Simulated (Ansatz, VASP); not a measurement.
## One calculation of LiMg2Ge2, two programs

```xyz
5
Lattice="4.0352 0.0000 0.0000 -2.0176 3.4946 0.0000 0.0000 0.0000 6.6385" Properties=species:S:1:pos:R:3 pbc="T T T"
Mg   -0.0002    2.3298    4.1876
Mg    2.0178    1.1647    2.4509
Ge    2.0178    1.1647    4.9596
Ge   -0.0002    2.3298    1.6789
Li    0.0000    0.0000    0.0000
```

Alike in both runs: task single point; functional PBE; k mesh 10 × 10 × 5; no spin polarisation.

|  | VASP | Ansatz |
| --- | --- | --- |
| version | VASP 6.6.1 | Ansatz 0.2.0 |
| potentials or method | VASP PAW PBE potentials, release 64 (Mg, Ge_d, Li_sv), cutoff 520 eV | PAW plane waves |
| occupations | fermi-dirac, width 0.1 eV | fermi-dirac |
| valence electrons in the cell | 35 | 51 |

VASP gave:

* rms of the force components (eV/Å): 0.857

Task: Which values does Ansatz return?

Result: rms of the force components (eV/Å): 0.855.

Atom by atom the forces differ by 0.002 eV/Å (rms over components). VASP's potentials hold 35 valence electrons a cell and Ansatz's 51, so a difference there can come from the potentials and not from the codes. Ansatz's warnings: structure snapped to symmetry.

Noted on VASP's run: the cutoff is under 1.25 times that of the potentials, so the pressure is a little rough.
